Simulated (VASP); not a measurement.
Here is a VASP 6.6.1 calculation.

The input INCAR:

```
  ALGO = Normal
  EDIFF = 1E-6
  EDIFFG = -0.04
  ENCUT = 600
  GGA = PE
  IBRION = 2
  ISIF = 3
  ISMEAR = 0
  LASPH = True
  LCHARG = False
  LREAL = False
  LWAVE = False
  NELM = 80
  NSW = 90
  PREC = Accurate
  SIGMA = 0.1
```

File KPOINTS:

```
k-points
0
Gamma
  4 4 4
```

POSCAR

```
Ga2SiS
1.0
    4.0527294100      0.0000000000      0.0000000000
    0.0000000000      4.0527294100      0.0000000000
    0.0000000000      0.0000000000      5.6698827300
Ga Si S
2 1 1
Direct
    0.0000000000      0.5000000000      0.2224034200
    0.5000000000      0.0000000000      0.7775965800
    0.0000000000      0.0000000000      0.0000000000
    0.5000000000      0.5000000000      0.5000000000
```

Potentials or basis: VASP PAW PBE potentials, release 64 (Ga_d, Si, S).

Run with:

```bash
$ cat potpaw_PBE.64/Ga_d/POTCAR potpaw_PBE.64/Si/POTCAR potpaw_PBE.64/S/POTCAR > POTCAR
$ mpirun -np 1 vasp_std > vasp.out
```

(1) Predict the relaxed cell.

(2) Predict the space group after relaxing (to 0.05 Å).

(3) Predict the band gap on the k mesh.

(4) Estimate the relaxed volume.

Answers

(1) a = 4.092 Å, b = 4.092 Å, c = 5.354 Å, α = 90.00°, β = 90.00°, γ = 90.00°.

(2) P-4m2 (No. 115).

(3) 0.37 eV, indirect (least direct gap 0.44 eV).

(4) 22.41 Å³/atom.
